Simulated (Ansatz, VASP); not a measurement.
## Fe in VASP and in Ansatz

```xyz
1
Lattice="-1.3588 1.3588 1.5779 1.3588 -1.3588 1.5779 1.3588 1.3588 -1.5779" Properties=species:S:1:pos:R:3 pbc="T T T"
Fe    0.0000    0.0000    0.0000
```

Alike in both runs: task single point; functional PBE; k mesh 12 × 12 × 12; occupations gaussian, width 0.15 eV; collinear spin.

|  | VASP | Ansatz |
| --- | --- | --- |
| version | VASP 6.6.1 | Ansatz 0.2.0 |
| potentials or method | VASP PAW PBE potentials, release 64 (Fe), cutoff 520 eV | scalar-relativistic, plane waves, PAW |
| valence electrons in the cell | 8 | 16 |

VASP gave:

| Item | Value |
| --- | --- |
| gap on the k mesh at the Fermi level (eV) | none |
| pressure (GPa) | -2.6 |
| traceless stress, the component that is largest in VASP (GPa) | -8.45 |
| net moment per atom (μB) | 2.27 |
| size of the moment on the site where the two differ most (μB) | 2.27 |

Question: What did Ansatz give for the same quantities?

Answer: gap on the k mesh at the Fermi level (eV): none; pressure (GPa): -2.7; traceless stress, the component that is largest in VASP (GPa): -8.57; net moment per atom (μB): 2.25; size of the moment on the site where the two differ most (μB): 2.30.

Site moments also hang on the region over which each program counts them. A gap of «none» marks a metal or a gap that the smearing closes. VASP's potentials hold 8 valence electrons a cell and Ansatz's 16, so a difference there can come from the potentials and not from the codes.
